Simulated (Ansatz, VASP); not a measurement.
**One calculation of Ir, two programs**

File POSCAR:

```
Ir
1.0
    0.0000000000      1.9228496764      1.9228496764
    1.9228496764      0.0000000000      1.9228496764
    1.9228496764      1.9228496764      0.0000000000
Ir
1
Direct
    0.0000000000      0.0000000000      0.0000000000
```

File INCAR.step1:

```
ALGO     = Normal         # electronic algorithm
EDIFF    = 1E-5           # SCF threshold, eV
ENCUT    = 550            # plane-wave cutoff, eV
GGA      = PE             # functional
GGA_COMPAT= False        
ISMEAR   = -1             # smearing method
LASPH    = True           # aspherical terms in the spheres
LCHARG   = False          # write CHGCAR
LREAL    = False          # projectors in reciprocal space
LWAVE    = True           # write WAVECAR
NBANDS   = 14             # bands
NELM     = 120            # most SCF steps
PREC     = Accurate       # precision mode
SIGMA    = 0.1            # smearing width, eV
```

INCAR.step2

```
ALGO     = Normal         # electronic algorithm
EDIFF    = 1E-6           # SCF threshold, eV
ENCUT    = 550            # plane-wave cutoff, eV
GGA_COMPAT= False        
ISIF     = 2              # what is computed and relaxed
ISMEAR   = -1             # smearing method
ISTART   = 1            
LASPH    = True           # aspherical terms in the spheres
LCHARG   = True           # write CHGCAR
LELF     = True           # ELF
LMIXTAU  = True         
LREAL    = False          # projectors in reciprocal space
LVHAR    = True         
LWAVE    = False          # write WAVECAR
METAGGA  = R2SCAN         # meta-GGA
NBANDS   = 14             # bands
NELM     = 120            # most SCF steps
PREC     = Accurate       # precision mode
SIGMA    = 0.1            # smearing width, eV
```

The input KPOINTS:

```
k-points
0
Gamma
  5 5 5
```

Input for Ansatz:

```yaml
crystal:
  lattice:
    - [0.0, 1.9228496764, 1.9228496764]
    - [1.9228496764, 0.0, 1.9228496764]
    - [1.9228496764, 1.9228496764, 0.0]
  atoms:
    - { symbol: Ir, position: [0.0, 0.0, 0.0] }
hamiltonian:
  xc: r2scan
  pseudopotentials:
    kind: paw
    azcp:
      Ir: "pseudopotentials/Ir.paw.azcp"
basis:
  ecutwfc: 500
  fft_grid_basis: typed
kpoints:
  mp_grid: { grid: [5, 5, 5], shift: [0, 0, 0] }
magnetization:
  spin_polarized: false
scf:
  occupations: { method: fermi_dirac, width: 0.1 }
  lower_state_search: "off"
output:
  stress: true
```

Alike in both runs: task single point; functional r2SCAN; k mesh 5 × 5 × 5; occupations fermi-dirac, width 0.1 eV; no spin polarisation.

|  | VASP | Ansatz |
| --- | --- | --- |
| version | VASP 6.6.1 | Ansatz 0.2.0 |
| potentials or method | VASP PAW PBE potentials, release 64 (Ir_sv_GW), cutoff 550 eV | plane waves (500 eV) with PAW, scalar-relativistic |
| valence electrons in the cell | 17 | 17 |

|  | VASP | Ansatz | Ansatz less VASP |
| --- | --- | --- | --- |
| pressure (GPa) | 2.4 | 4.6 | +2.25 |

VASP's potentials were made for PBE, not for r2SCAN.

The k mesh is coarse, so the values compare programs but aren't converged. Spin-orbit coupling is off throughout.
